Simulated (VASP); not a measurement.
# Si (Cmmm) in VASP: relaxation of cell and atoms with PBE

Aim: the relaxation of cell and atoms of Si with PBE.

Program: VASP 6.6.1. These are calculated values, not measurements. Logs are shortened: lines on timing, memory, paths and dates and some standing lists are left out, and cuts for length are marked.

## (1) The cell of the first run

It takes space group Cmmm (No. 65, orthorhombic). The conventional cell has a = 3.675 Å, b = 9.291 Å, c = 3.608 Å, α = 90.00°, β = 90.00°, γ = 90.00°. Si (site symmetry m2m) has 5 Si at 2.35 to 3.19 Å within 3.2 Å. Within 3.2 Å of Si (site symmetry mmm) lie 4 Si at 2.41 Å.

The cell was generated, and may not be a known phase.

## (2) Relaxation of cell and atoms, PBE

Input file INCAR:

```
ALGO = Normal ; EDIFF = 1E-7
EDIFFG = -0.01 ; ENCUT = 600
GGA = PE ; IBRION = 2
ISIF = 3 ; ISMEAR = 0
LASPH = T ; LCHARG = F
LREAL = F ; LWAVE = F
NELM = 100 ; NSW = 100
PREC = Accurate ; SIGMA = 0.1
```

Input file KPOINTS:

```
k-points
0
Gamma
  14 14 14
```

Input file POSCAR:

```
Si
1.0
    1.8372807072     -4.6457036482      0.0000000000
    1.8372807072      4.6457036482      0.0000000000
    0.0000000000      0.0000000000      3.6081116569
Si
3
Direct
    0.6715458502      0.3284541498      0.5000000000
    0.3284541498      0.6715458502      0.5000000000
    0.5000000000      0.5000000000      0.0000000000
```

Potentials or basis: VASP PAW PBE potentials, release 64 (Si).

Started as:

```
> cat potpaw_PBE.64/Si/POTCAR > POTCAR
> mpirun -np 1 vasp_std > vasp.out
```

OUTCAR:

```text
EDIFF = 1E-7
   EDIFFG = -0.01
   ENCUT = 600
   GGA = PE
   IBRION = 2
   ISIF = 3
   ISMEAR = 0
   LASPH = T
   LREAL = F
   NELM = 100
   NSW = 100
   PREC = Accurate

 ion  position               nearest neighbor table
   1  0.672  0.328  0.500-   2 2.35   2 2.35   3 2.41   3 2.41
   2  0.328  0.672  0.500-   1 2.35   1 2.35   3 2.41   3 2.41
   3  0.500  0.500  0.000-   1 2.41   2 2.41   1 2.41   2 2.41

  LATTYP: Found a base centered orthorhombic cell.
 ALAT       =     3.6745614144
 B/A-ratio  =     2.5285758621
 C/A-ratio  =     0.9819162752

  Lattice vectors:

 A1 = (   1.8372807072,  -4.6457036482,   0.0000000000)
 A2 = (   1.8372807072,   4.6457036482,   0.0000000000)
 A3 = (   0.0000000000,   0.0000000000,   3.6081116569)

Analysis of symmetry for initial positions (statically):
=====================================================================
 Subroutine PRICEL returns:
 Original cell was already a primitive cell.

 Routine SETGRP: Setting up the symmetry group for a
 base centered orthorhombic supercell.

 Subroutine GETGRP returns: Found  8 space group operations
 (whereof  8 operations were pure point group operations)
 out of a pool of  8 trial point group operations.

The static configuration has the point symmetry D_2h.

Analysis of symmetry for dynamics (positions and initial velocities):
=====================================================================
 Subroutine PRICEL returns:
 Original cell was already a primitive cell.

 Routine SETGRP: Setting up the symmetry group for a
 base centered orthorhombic supercell.

 Subroutine GETGRP returns: Found  8 space group operations
 (whereof  8 operations were pure point group operations)
 out of a pool of  8 trial point group operations.

The dynamic configuration has the point symmetry D_2h.

 Subroutine INISYM returns: Found  8 space group operations
 (whereof  8 operations are pure point group operations),
 and found     1 'primitive' translations

----------------------------------------------------------------------------------------

                                     Primitive cell

  volume of cell :      61.5938

  direct lattice vectors                    reciprocal lattice vectors
     1.837280707 -4.645703648  0.000000000     0.272141322 -0.107626323  0.000000000
     1.837280707  4.645703648  0.000000000     0.272141322  0.107626323  0.000000000
[... 105 lines left out ...]
   IMIX   =      4    mixing-type and parameters
     AMIX     =   0.40;   BMIX     =  1.00
     AMIX_MAG =   1.60;   BMIX_MAG =  1.00
  volume/ion in A,a.u.               =      20.53       138.55
  Fermi-wavevector in a.u.,A,eV,Ry     =   0.949051  1.793446 12.254740  0.900698
  Thomas-Fermi vector in A             =   2.077297
   LORBIT       =      0    0 simple, 1 ext, 2 COOP (PROOUT), +10 PAW based schemes
   GGA     = PE    functional components
   LHFCALC =     F    Hartree Fock is set to
   AEXX    =    0.0000 exact exchange contribution
   IVDW    =     0    specifies the selected vdW correction
   LEPSILON=     F    determine dielectric tensor
   LRPA    =     F    only Hartree local field effects (RPA)
 conjugate gradient relaxation of ions
 non-spin polarized calculation
 Gauss-broadening in eV      SIGMA  =   0.10
  energy-cutoff  :      600.00
  volume of cell :       61.59
 maximum number of plane-waves:      2075
   NGX = 19   NGY = 19   NGZ = 15

--------------------------------------- Ionic step        1  -------------------------------------------

 number of electron      12.0000000 magnetization

 Free energy of the ion-electron system (eV)
  ---------------------------------------------------
  ext. energy  EPLUGINS =         0.00000000
  ---------------------------------------------------
  free energy    TOTEN  =       -14.85731988 eV

  energy without entropy =      -14.85099839  energy(sigma->0) =      -14.85415914

------------------------ aborting loop because EDIFF is reached ----------------------------------------

  FORCE on cell =-STRESS in cart. coord.  units (eV):
  Direction    XX          YY          ZZ          XY          YZ          ZX
  --------------------------------------------------------------------------------------
  -------------------------------------------------------------------------------------
  Total       -0.0190686     -0.1284350      0.0311503      0.0000000      0.0000000      0.0000000
  in kB       -0.4960130     -3.3408513      0.8102801      0.0000000      0.0000000      0.0000000
  external PRESSURE =      -1.0088614 kB  Pullay stress =       0.0000000 kB
[... 98 lines left out ...]
--------------------------------------- Ionic step        4  -------------------------------------------

 number of electron      12.0000000 magnetization

 Free energy of the ion-electron system (eV)
  ---------------------------------------------------
  ext. energy  EPLUGINS =         0.00000000
  ---------------------------------------------------
  free energy    TOTEN  =       -14.85753862 eV

  energy without entropy =      -14.85115820  energy(sigma->0) =      -14.85434841

 E-fermi :   5.6808     XC(G=0):  -9.4198

 val. band max:        5.6733774522   @ k =  -0.4286   0.4286   0.0714
 cond. band min:       5.6814570771   @ k =  -0.4286   0.0714   0.3571
 fundamental gap:      0.0080796248
 Fermi energy:         5.6808392223

 k-point     1 :       0.0000    0.0000    0.0000
  band No.  band energies     occupation
      1      -6.4104      2.00000
      2      -0.5542      2.00000
      3      -0.1212      2.00000
      4       3.5184      2.00000
      5       4.5231      2.00000
      6       6.1062      0.00000
      7       6.7968      0.00000
      8       8.0829      0.00000
      9       8.7724      0.00000
     10       9.8889      0.00000
[... 287 lines left out ...]
 k-point    24 :       0.2857    0.1429    0.0000
  band No.  band energies     occupation
      1      -5.1112      2.00000
      2      -1.9394      2.00000
      3      -0.1853      2.00000
      4       2.3900      2.00000
      5       3.8458      2.00000
      6       4.3582      2.00000
      7       7.6806      0.00000
      8       7.9240      0.00000
      9       9.8377      0.00000
     10      10.6330      0.00000

 [... further k-points ...]

------------------------ aborting loop because EDIFF is reached ----------------------------------------

  FORCE on cell =-STRESS in cart. coord.  units (eV):
  Direction    XX          YY          ZZ          XY          YZ          ZX
  --------------------------------------------------------------------------------------
  -------------------------------------------------------------------------------------
  Total        0.0041484     -0.0035504     -0.0041977     -0.0000000      0.0000000      0.0000000
  in kB        0.1080096     -0.0924402     -0.1092946     -0.0000000      0.0000000      0.0000000
  external PRESSURE =      -0.0312417 kB  Pullay stress =       0.0000000 kB
[... 18 lines left out ...]
  FREE ENERGIE OF THE ION-ELECTRON SYSTEM (eV)
  ---------------------------------------------------
  free  energy   TOTEN  =       -14.8575386179 eV

  energy  without entropy=      -14.8511582014  energy(sigma->0) =      -14.85434841

 reached required accuracy - stopping structural energy minimisation
```

OSZICAR:

```text
N       E                     dE             d eps       ncg     rms          rms(c)
DAV:   1     0.241022134006E+02    0.24102E+02   -0.52341E+03  9120   0.109E+03
DAV:   2    -0.135208139168E+02   -0.37623E+02   -0.36136E+02 12432   0.129E+02
DAV:   3    -0.150605282713E+02   -0.15397E+01   -0.15109E+01 11928   0.255E+01
[... 27 lines left out ...]
DAV:   2    -0.148575459735E+02    0.14258E-04   -0.48333E-05 11272   0.472E-02    0.143E-02
DAV:   3    -0.148575396881E+02    0.62854E-05   -0.12870E-05 10308   0.208E-02    0.321E-03
DAV:   4    -0.148575389877E+02    0.70040E-06   -0.11404E-06 10714   0.723E-03    0.230E-03
DAV:   5    -0.148575386994E+02    0.28831E-06   -0.11267E-07  5402   0.233E-03    0.116E-03
DAV:   6    -0.148575386179E+02    0.81506E-07   -0.23167E-08  5000   0.118E-03
   4 F= -.14857539E+02 E0= -.14854348E+02  d E =-.396996E-04
```

CONTCAR:

```text
Si
   1.00000000000000
     1.8372374186876550   -4.6332290891465568    0.0000000000000000
     1.8372374186876550    4.6332290891465568    0.0000000000000000
     0.0000000000000000    0.0000000000000000    3.6144829997819681
  Si
     3
Direct
     0.6714198731313952    0.3285801268686048    0.5000000000000000
     0.3285801268686048    0.6714198731313952    0.5000000000000000
     0.5000000000000000    0.5000000000000000    1.0000000000000000

  0.00000000E+00  0.00000000E+00  0.00000000E+00
  0.00000000E+00  0.00000000E+00  0.00000000E+00
  0.00000000E+00  0.00000000E+00  0.00000000E+00
```

Wall time 15 min (1 thread of Intel Xeon 8259CL, shared host); peak memory 0.43 GiB.

What came out:

```
Free energy                           : -14.8575 eV
Relaxed volume                        : 20.51 Å³/atom
Relaxed cell                          : a = 4.984 Å, b = 4.984 Å, c = 3.614 Å, α = 90.00°, β = 90.00°, γ = 136.74°
Space group after relaxing (to 0.1 Å) : Cmmm (No. 65)
Energy gained by relaxing             : 0.1 meV/atom
Ionic steps                           : 4
Pressure after relaxing               : 0.0 GPa
Band gap on the k mesh                : zero (bands 6 and 7 overlap by 3.22 eV)
```

Step by step:
| step | energy change (eV) | largest force (eV/Å) | pressure (GPa) | volume (Å³) |
| --- | --- | --- | --- | --- |
| 1 | 0.0000 | 0.0132 | -0.10 | 61.59 |
| 2 | -0.0002 | 0.0064 | 0.07 | 61.48 |
| 3 | -0.0002 | 0.0055 | 0.09 | 61.46 |
| 4 | -0.0002 | 0.0004 | 0.00 | 61.54 |

Final structure:
```yaml
crystal:
  lattice:
    - [1.83724, -4.63323, 0.00000]
    - [1.83724, 4.63323, 0.00000]
    - [0.00000, 0.00000, 3.61448]
  atoms:
    - { symbol: Si, position: [0.67142, 0.32858, 0.50000] }
    - { symbol: Si, position: [0.32858, 0.67142, 0.50000] }
    - { symbol: Si, position: [0.50000, 0.50000, 0.00000] }
```
